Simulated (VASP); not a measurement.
# BP: single point with r2SCAN+rVV10

Crystal: BP.

```xyz
2
Lattice="0.0000 2.2878 2.2878 2.2878 0.0000 2.2878 2.2878 2.2878 0.0000" Properties=species:S:1:pos:R:3 pbc="T T T"
B     0.0000    0.0000    0.0000
P     1.1439    1.1439    1.1439
```

```json
{
  "Program": "VASP 6.6.1",
  "Task": "single point",
  "Functional": "r2SCAN",
  "Dispersion": "rVV10",
  "Potentials or basis": "VASP PAW PBE potentials, release 64 (B, P)",
  "Cutoff": "550 eV",
  "k mesh": "10 × 10 × 10",
  "Occupations": "gaussian, width 0.02 eV",
  "Spin": "no spin polarisation"
}
```

```yaml
Pressure: -5.2 GPa
Band_gap_on_the_k_mesh: 1.45 eV (least direct gap 3.60 eV)
```

Levels at points of the mesh, in eV from the valence-band top:
| k point | band 1 | band 2 | band 3 | band 4 | band 5 | band 6 | band 7 | band 8 |
| --- | --- | --- | --- | --- | --- | --- | --- | --- |
| (0.00, 0.00, 0.00) | -16.04 | 0.00 | 0.00 | 0.00 | 3.60 | 3.60 | 3.60 | 7.61 |
| (0.50, 0.00, 0.00) | -12.64 | -9.34 | -1.83 | -1.83 | 3.97 | 5.00 | 5.00 | 10.77 |
| (0.50, 0.50, 0.00) | -11.01 | -9.00 | -4.26 | -4.26 | 1.56 | 1.89 | 12.82 | 12.82 |

Run time: 47 s on 1 thread of Intel(R) Xeon(R) 6975P-C (Granite Rapids) (shared host), peak memory 0.25 GiB.

Caveat: the cell stands under tension; the PAW data sets were made with another functional, which shifts forces and pressure a little. A k mesh can miss the band edges.
